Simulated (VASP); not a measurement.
Here is a VASP 6.6.1 calculation.

INCAR

```
PREC     = Accurate       # precision mode
ENCUT    = 520            # plane-wave cutoff, eV
EDIFF    = 1E-7           # SCF threshold, eV
ISMEAR   = 1              # smearing method
SIGMA    = 0.1            # smearing width, eV
LREAL    = F              # projectors in reciprocal space
LASPH    = T              # aspherical terms in the spheres
NELM     = 100            # most SCF steps
ALGO     = Normal         # electronic algorithm
ISIF     = 2              # what is computed and relaxed
LWAVE    = F              # write WAVECAR
LCHARG   = F              # write CHGCAR
GGA      = PS             # functional
NBANDS   = 10             # bands
```

Contents of KPOINTS:

```
Automatic mesh
0
Gamma
  7 7 7
```

File POSCAR:

```
Ir
1.0
    0.0052312521      1.9013305116      2.0195627984
    1.8978862712      0.0372477127      1.9875463377
    1.9205483747      1.8919861377      0.0145756260
Ir
1
Direct
    0.0000000000      0.0000000000      0.0000000000
```

Potentials or basis: VASP PAW PBE potentials, release 64 (Ir).

Command:

```console
$ cat potpaw_PBE.64/Ir/POTCAR > POTCAR
$ mpirun -np 1 vasp_std > vasp.out
```

(1) What does it give for the pressure?

Answers

(1) -5.8 GPa.

Caveat: the k points lie up to 0.41 Å⁻¹ apart; the PAW data sets were made with another functional, which shifts forces and pressure a little.
